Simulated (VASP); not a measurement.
Here is a VASP 6.6.1 calculation.

Contents of INCAR:

```
SYSTEM = KHf
PREC     = Accurate       ! precision mode
ENCUT    = 600            ! plane-wave cutoff, eV
EDIFF    = 1E-6           ! SCF threshold, eV
ISMEAR   = 0              ! smearing method
SIGMA    = 0.1            ! smearing width, eV
LREAL    = .FALSE.        ! projectors in reciprocal space
LASPH    = .TRUE.         ! aspherical terms in the spheres
NELM     = 60             ! most SCF steps
ALGO     = Fast           ! electronic algorithm
ISIF     = 3              ! what is computed and relaxed
LWAVE    = .FALSE.        ! write WAVECAR
LCHARG   = .FALSE.        ! write CHGCAR
GGA      = PE             ! functional
IBRION   = 2              ! ionic algorithm
NSW      = 100            ! ionic steps
EDIFFG   = -0.01          ! ionic threshold
```

File KPOINTS:

```
Automatic mesh
0
G
  14 14 14
  0 0 0
```

POSCAR

```
KHf
1.0
    4.0064360472      0.0000000000      0.0000000000
    0.0000000000      4.0064360472      0.0000000000
    0.0000000000      0.0000000000      4.0064360472
K Hf
1 1
Direct
    0.0000000000      0.0000000000      0.0000000000
    0.5000000000      0.5000000000      0.5000000000
```

Potentials or basis: VASP PAW PBE potentials, release 64 (K_sv, Hf_pv).

Launch:

```sh
$ cat potpaw_PBE.64/K_sv/POTCAR potpaw_PBE.64/Hf_pv/POTCAR > POTCAR
$ mpirun -np 1 vasp_std > vasp.out
```

Question: What does it give for the band gap on the k mesh?

Answer: Zero (an odd number of electrons rules out a gap without spin polarisation).

Final structure:
```yaml
crystal:
  lattice:
    - [4.00644, 0.00000, 0.00000]
    - [0.00000, 4.00644, 0.00000]
    - [0.00000, 0.00000, 4.00644]
  atoms:
    - { symbol: K, position: [0.00000, 0.00000, 0.00000] }
    - { symbol: Hf, position: [0.50000, 0.50000, 0.50000] }
```

Caveat: the relaxation stopped at its first step, so nothing moved; spin-orbit coupling is left out, which moves the levels of the heavy elements.
